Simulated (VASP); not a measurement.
A run of VASP 6.6.1 is set up as follows.

POSCAR

```
SrCl2
1.0
    0.0000000000      3.4976509228      3.4976509228
    3.4976509228      0.0000000000      3.4976509228
    3.4976509228      3.4976509228      0.0000000000
Sr Cl
1 2
Direct
    0.0000000000      0.0000000000      0.0000000000
    0.2500000000      0.2500000000      0.2500000000
    0.7500000000      0.7500000000      0.7500000000
```

File INCAR.step1:

```
PREC = Accurate ; ENCUT = 520
EDIFF = 1E-5 ; ISMEAR = 0
SIGMA = 0.01 ; LREAL = F
LASPH = T ; NELM = 100
ALGO = Normal ; ISIF = 2
LWAVE = T ; LCHARG = F
NBANDS = 19 ; GGA = PE
```

The input INCAR.step2:

```
PREC = Accurate ; ENCUT = 520
EDIFF = 1E-6 ; ISMEAR = 0
SIGMA = 0.01 ; LREAL = F
LASPH = T ; NELM = 100
ALGO = Normal ; ISIF = 2
LWAVE = F ; LCHARG = F
GGA = PE ; LHFCALC = T
AEXX = 0.25 ; PRECFOCK = Normal
NBANDS = 19 ; ISTART = 1
```

Contents of KPOINTS:

```
regular mesh
0
Gamma
  4 4 4
```

Potentials or basis: VASP PAW PBE potentials, release 64 (Sr_sv, Cl).

Run with:

```bash
$ cat potpaw_PBE.64/Sr_sv/POTCAR potpaw_PBE.64/Cl/POTCAR > POTCAR
$ cp INCAR.step1 INCAR
$ mpirun -np 1 vasp_std > vasp.out
$ cp INCAR.step2 INCAR
$ mpirun -np 1 vasp_std > vasp.out
```

(1) Estimate the pressure.

(2) What does it give for the band gap on the k mesh?

Results:

(1) 0.1 GPa.

(2) 7.32 eV (least direct gap 7.58 eV).

Caveat: the PAW data sets were made with another functional, which shifts forces and pressure a little.
